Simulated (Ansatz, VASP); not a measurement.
# One calculation of AlNi, two programs

```xyz
2
Lattice="2.3159 -1.4039 0.0000 2.3159 1.4039 0.0000 -1.3654 0.0000 3.9065" Properties=species:S:1:pos:R:3 pbc="T T T"
Ni    1.6332    0.0000    1.9533
Al    0.0000    0.0000    0.0000
```

Alike in both runs: task single point; functional r2SCAN; k mesh 11 × 11 × 7; occupations fermi-dirac, width 0.05 eV; collinear spin.

|  | VASP | Ansatz |
| --- | --- | --- |
| version | VASP 6.6.1 | Ansatz 0.2.0 |
| potentials or method | VASP PAW PBE potentials, release 64 (Ni, Al) | Ansatz PAW |
| plane-wave cutoff (eV) | 520 | 500 |
| valence electrons in the cell | 13 | 21 |

Ansatz gave:

| Property | Result |
| --- | --- |
| gap on the k mesh at the Fermi level (eV) | none |
| pressure (GPa) | -5.7 |
| traceless stress, the component that is largest in VASP (GPa) | -1.10 |
| net moment per atom (μB) | 0.00 |

Problem. Estimate VASP's values.

Solution. gap on the k mesh at the Fermi level (eV): none; pressure (GPa): -5.8; traceless stress, the component that is largest in VASP (GPa): -0.97; net moment per atom (μB): 0.00.

VASP's potentials were made for PBE, not for r2SCAN. A gap of «none» marks a metal or a gap that the smearing closes. The functional is the same, so the differences come from potentials, cutoffs and numerics. VASP's potentials hold 13 valence electrons a cell and Ansatz's 21, so a difference there can come from the potentials and not from the codes.

Noted on Ansatz's run: the magnetic or orbital state may not be the lowest.
